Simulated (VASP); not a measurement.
A run of VASP 6.6.1 is set up as follows.

Contents of INCAR:

```
SYSTEM = Ru
PREC     = Accurate       ! precision mode
ENCUT    = 520            ! plane-wave cutoff, eV
EDIFF    = 1E-6           ! SCF threshold, eV
ISMEAR   = 0              ! smearing method
SIGMA    = 0.15           ! smearing width, eV
LREAL    = .FALSE.        ! projectors in reciprocal space
LASPH    = .TRUE.         ! aspherical terms in the spheres
NELM     = 80             ! most SCF steps
ALGO     = Fast           ! electronic algorithm
ISIF     = 2              ! what is computed and relaxed
LWAVE    = .FALSE.        ! write WAVECAR
LCHARG   = .TRUE.         ! write CHGCAR
GGA      = PS             ! functional
LELF     = .TRUE.         ! ELF
LVHAR    = .TRUE.       
NBANDS   = 21             ! bands
```

The input KPOINTS:

```
Automatic mesh
0
G
  18 18 10
  0 0 0
```

POSCAR

```
Ru
1.0
    2.6178701703      0.0000000000      0.0000000000
   -1.3089350852      2.2671420713      0.0000000000
    0.0000000000      0.0000000000      4.2523798378
Ru
2
Direct
    0.3032818421      0.6065636843      0.2500000000
    0.6967181579      0.3934363157      0.7500000000
```

Potentials or basis: VASP PAW PBE potentials, release 64 (Ru_pv).

Command:

```bash
$ cat potpaw_PBE.64/Ru_pv/POTCAR > POTCAR
$ mpirun -np 1 vasp_std > vasp.out
```

(1) What does it give for the pressure?

(2) Estimate the largest force.

Results:

(1) 25.1 GPa.

(2) 2.247 eV/Å.

Caveat: the cell differs from its parent crystal (atoms displaced along a vibrational mode, the cell strained); the cell stands under pressure; the PAW data sets were made with another functional, which shifts forces and pressure a little.
